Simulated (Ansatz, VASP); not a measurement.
SiGe: VASP beside Ansatz

```
Si Ge
1.0
     3.58855    0.00000    0.00000
    -1.79427    3.10777    0.00000
     0.00000    0.00000    6.70113
Si Ge
2 2
Direct
  0.66667 0.33333 0.87455
  0.33333 0.66667 0.37455
  0.66667 0.33333 0.50045
  0.33333 0.66667 0.00045
```

Change from the starting cell: strain -0.080 along x and y, +0.040 along z, atoms carried along.

Alike in both runs: task single point; functional PBEsol; k mesh 12 × 12 × 6; occupations gaussian, width 0.03 eV; no spin polarisation.

```csv
,VASP,Ansatz
version,VASP 6.6.1,Ansatz 0.2.0
potentials or method,"VASP PAW PBE potentials, release 64 (Si, Ge_d), cutoff 520 eV","scalar-relativistic, plane waves, PAW"
valence electrons in the cell,36,36
```

VASP gave:

| Item | Value |
| --- | --- |
| gap on the k mesh at the Fermi level (eV) | none |
| pressure (GPa) | 15.9 |
| traceless stress, the component that is largest in VASP (GPa) | -20.26 |
| rms of the force components (eV/Å) | 0.910 |

Q: What did Ansatz give for the same quantities?

A: gap on the k mesh at the Fermi level (eV): none; pressure (GPa): 16.0; traceless stress, the component that is largest in VASP (GPa): -20.23; rms of the force components (eV/Å): 0.914.

VASP's potentials were made for PBE, not for PBEsol. Atom by atom the forces differ by 0.004 eV/Å (rms over components). A gap of «none» marks a metal or a gap that the smearing closes. The functional is the same, so the differences come from potentials, cutoffs and numerics.
